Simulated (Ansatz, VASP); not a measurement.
Two plane-wave programs on MgZn2Te3

```
Mg Zn Te
1.0
     4.43952    0.00000    0.00000
    -2.21976    3.84474    0.00000
     0.00000    0.00000   10.94055
Mg Zn Te
1 2 3
Direct
  0.33333 0.66667 0.33462
  0.00000 0.00000 0.99460
  0.66667 0.33333 0.67213
  0.00000 0.00000 0.23947
  0.66667 0.33333 0.91655
  0.33333 0.66667 0.59263
```

Alike in both runs: functional PBE; k mesh 6 × 6 × 4; occupations gaussian, width 0.02 eV; no spin polarisation.

Ansatz relaxed the structure, and its values are those at the end. VASP's run is a single point on that final structure, the one shown.

|  | VASP | Ansatz |
| --- | --- | --- |
| version | VASP 6.6.1 | Ansatz 0.2.0 |
| potentials or method | VASP PAW PBE potentials, release 64 (Mg, Zn, Te), cutoff 520 eV | scalar-relativistic, plane waves, PAW |
| valence electrons in the cell | 44 | 82 |

|  | VASP | Ansatz | Ansatz less VASP |
| --- | --- | --- | --- |
| gap on the k mesh at the Fermi level (eV) | 1.22 | 1.22 | +0.004 |
| least direct gap on the mesh (eV) | 1.22 | 1.22 | +0.004 |
| pressure (GPa) | 0.0 | 0.0 | -0.04 |
| rms of the force components (eV/Å) | 0.003 | 0.001 | -0.0030 |

VASP's potentials hold 44 valence electrons a cell and Ansatz's 82, so a difference there can come from the potentials and not from the codes.

Neither program's run includes spin-orbit coupling.
